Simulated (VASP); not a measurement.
Here is a VASP 6.6.1 calculation.

Contents of INCAR:

```
SYSTEM = CO2
PREC = Accurate ; ENCUT = 910
EDIFF = 1E-6 ; ISMEAR = -1
SIGMA = 0.05 ; LREAL = Auto
LASPH = .TRUE. ; NELM = 120
ALGO = Normal ; ISIF = 2
LWAVE = .FALSE. ; LCHARG = .FALSE.
GGA = PE ; IVDW = 12
NBANDS = 63 ; GGA_COMPAT = .FALSE.
```

Contents of KPOINTS:

```
Automatic mesh
0
G
  1 1 1
  0 0 0
```

File POSCAR:

```
CO2
1.0
    7.5804670000      0.0000000000      0.0000000000
    0.0000000000      7.5804670000      0.0000000000
    0.0000000000      0.0000000000      7.5804670000
C O
6 12
Direct
    0.0573447520      0.6469786096      0.1087795778
    0.0510258801      0.1562040967      0.7559428726
    0.6648534978      0.4433631859      0.6814751651
    0.5157993564     -0.0413562911     -0.0465538601
    0.5094541009      0.9615370663      0.4305011815
    0.0322539495      0.1466268503      0.2288381441
    0.1103098266      0.5273553727      0.0257503924
   -0.0273597919      0.7560088316      0.1774956609
    0.1229079950      0.0503135229      0.8427053373
   -0.0215817838      0.2484807334      0.6605265876
    0.7236889231      0.4865399454      0.8188809476
    0.5886444727      0.4135761029      0.5500848431
    0.4225069511     -0.1120379523      0.0526748550
    0.6066380871      0.0242201437     -0.1454132048
    0.6181545279      1.0386167501      0.3456515278
    0.4250925438      0.8676510299      0.5209177746
   -0.1135550092      0.1280396049      0.1677469211
    0.1685384291      0.1732610933      0.2885178446
```

Potentials or basis: VASP PAW PBE potentials, release 64 (C_h, O_h).

Run with:

```console
$ cat potpaw_PBE.64/C_h/POTCAR potpaw_PBE.64/O_h/POTCAR > POTCAR
$ mpirun -np 1 vasp_gam > vasp.out
```

Task: What does it give for the band gap on the k mesh?

Result: 6.12 eV.

Task: Predict the pressure.

Result: 0.2 GPa.

Task: What does it give for the dispersion energy per atom?

Result: -0.041 eV.

Task: Estimate the largest force.

Result: 5.596 eV/Å.

Forces in eV/Å, atoms in the order of the input:
```
C   -1.337 -0.831 -0.979
C    0.964 -2.014  0.960
C   -0.712  0.789  0.707
C   -1.946 -1.585  2.081
C    2.345  0.018 -0.662
C   -5.148 -0.367 -2.163
O    0.757  0.302  0.418
O    0.635  0.393  0.547
O    0.119  0.299  0.231
O   -0.994  1.644 -1.313
O    0.042 -0.393 -0.730
O    0.543 -0.258  0.114
O   -0.572 -0.429  0.549
O    2.495  1.926 -2.687
O   -2.355 -0.795  1.399
O   -0.281  0.702 -0.443
O    3.169  0.424  0.961
O    2.275  0.174  1.008
```

Caveat: the k points lie up to 0.83 Å⁻¹ apart; the cutoff is under 1.25 times the usual one of these potentials, so pressure, stress and relaxed cells hold a basis-set (Pulay) error.
